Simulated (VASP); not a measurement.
Input of a VASP 6.6.1 run:

INCAR

```
PREC     = Accurate       # precision mode
ENCUT    = 520            # plane-wave cutoff, eV
EDIFF    = 1E-6           # SCF threshold, eV
ISMEAR   = 0              # smearing method
SIGMA    = 0.02           # smearing width, eV
LREAL    = Auto         
LASPH    = True           # aspherical terms in the spheres
NELM     = 100            # most SCF steps
ALGO     = Normal         # electronic algorithm
ISIF     = 2              # what is computed and relaxed
LWAVE    = False          # write WAVECAR
LCHARG   = False          # write CHGCAR
GGA      = PE             # functional
IVDW     = 12             # dispersion correction
NBANDS   = 234            # bands
```

The input KPOINTS:

```
regular mesh
0
Gamma
  1 1 1
```

POSCAR

```
AlSi23HO48
1.0
    9.8316000000      0.0000000000      0.0000000000
   -4.9158000000      8.5144150000      0.0000000000
    0.0000000000      0.0000000000     10.8182000000
Si O Al H
23 48 1 1
Direct
    0.2665240000      0.0059135000      0.1655480000
    0.0047801000      0.2668430000      0.3336890000
    0.2385990000      0.2405240000      0.9993619200
    0.2643930000      0.9914680000      0.6636310000
    0.9894460000      0.2647620000      0.8359160000
    0.2293890000      0.2223500000      0.5039390000
    0.2727950000      0.5039720000      0.1701260000
    0.0007480400      0.7714690000      0.3320030000
    0.2399190000      0.7394080000      0.0036103000
    0.0005861100      0.7613600000      0.8352580000
    0.2367220000      0.7327650000      0.4952940000
    0.7737470000      0.0013135000      0.1675400000
    0.4994380000      0.2689920000      0.3361520000
    0.7231280000      0.2276360000      0.0052600000
    0.7672260000      0.0003560100      0.6682640000
    0.4965340000      0.2621350000      0.8323230000
    0.7339230000      0.2294280000      0.4977480000
    0.7650270000      0.5009460000      0.1701520000
    0.5060110000      0.7694440000      0.3373120000
    0.7350110000      0.7342260000      0.0017393000
    0.7695000000      0.4946490000      0.6683140000
    0.5049940000      0.7715690000      0.8364450000
    0.7366290000      0.7353900000      0.5035120000
    0.0669300000      0.1970330000      0.4418620000
    0.3005170000      0.3678670000      0.1107810000
    0.1415150000      0.4331920000      0.2788680000
    0.2055230000      0.0726220000      0.0529050000
    0.3638220000      0.2956960000      0.3956590000
    0.4304760000      0.1432870000      0.2228400000
    0.0774410000      0.2214290000      0.9403120000
    0.2816500000      0.3345550000      0.6226230000
    0.1127490000      0.4436080000      0.7736440000
    0.2025460000      0.0517640000      0.5480320000
    0.3666400000      0.3006510000      0.8886370000
    0.4259760000      0.1307370000      0.7237120000
    0.0744250000      0.7148220000      0.4404160000
    0.2990230000      0.8705150000      0.1122040000
    0.1321980000      0.9367910000      0.2719290000
    0.2122820000      0.5747800000      0.0606630000
    0.3722160000      0.8059320000      0.3878360000
    0.4380460000      0.6385040000      0.2276310000
    0.0725450000      0.7073100000      0.9477570000
    0.2961460000      0.8548910000      0.6125940000
    0.1305640000      0.9238230000      0.7720150000
    0.2046780000      0.5650810000      0.5413850000
    0.3666500000      0.8003610000      0.8916470000
    0.4446260000      0.6419540000      0.7304500000
    0.5694620000      0.2032300000      0.4422660000
    0.7877240000      0.3607110000      0.1128000000
    0.6375250000      0.4354250000      0.2820770000
    0.7013660000      0.0652280000      0.0614060000
    0.8647800000      0.2916250000      0.3887050000
    0.9390500000      0.1430300000      0.2186820000
    0.5593170000      0.1980150000      0.9456520000
    0.7972430000      0.3592890000      0.6087090000
    0.6382200000      0.4247080000      0.7766210000
    0.7041580000      0.0647460000      0.5563510000
    0.8528310000      0.2900690000      0.8935630000
    0.9329220000      0.1411050000      0.7233450000
    0.5690300000      0.7046840000      0.4500810000
    0.8090660000      0.8707120000      0.1071580000
    0.6493380000      0.9307470000      0.2810300000
    0.7023520000      0.5687240000      0.0603190000
    0.8621690000      0.7960110000      0.3902950000
    0.9317650000      0.6379980000      0.2237340000
    0.5714880000      0.7153310000      0.9525590000
    0.7999120000      0.8658140000      0.6135890000
    0.6435860000      0.9394650000      0.7823920000
    0.7160940000      0.5738100000      0.5617710000
    0.8581930000      0.7836980000      0.8863920000
    0.9385760000      0.6183740000      0.7325650000
    0.2790850000      0.5026830000      0.6579390000
    0.0511445700      0.5105018000      0.7565003000
```

Potentials or basis: VASP PAW PBE potentials, release 64 (Si, O, Al, H).

Command:

```sh
$ cat potpaw_PBE.64/Si/POTCAR potpaw_PBE.64/O/POTCAR potpaw_PBE.64/Al/POTCAR potpaw_PBE.64/H/POTCAR > POTCAR
$ mpirun -np 1 vasp_gam > vasp.out
```

(1) Estimate the largest force.

(2) What does it give for the pressure?

Answers

(1) 2.857 eV/Å.

(2) 0.5 GPa.

Caveat: the k points lie up to 0.74 Å⁻¹ apart.
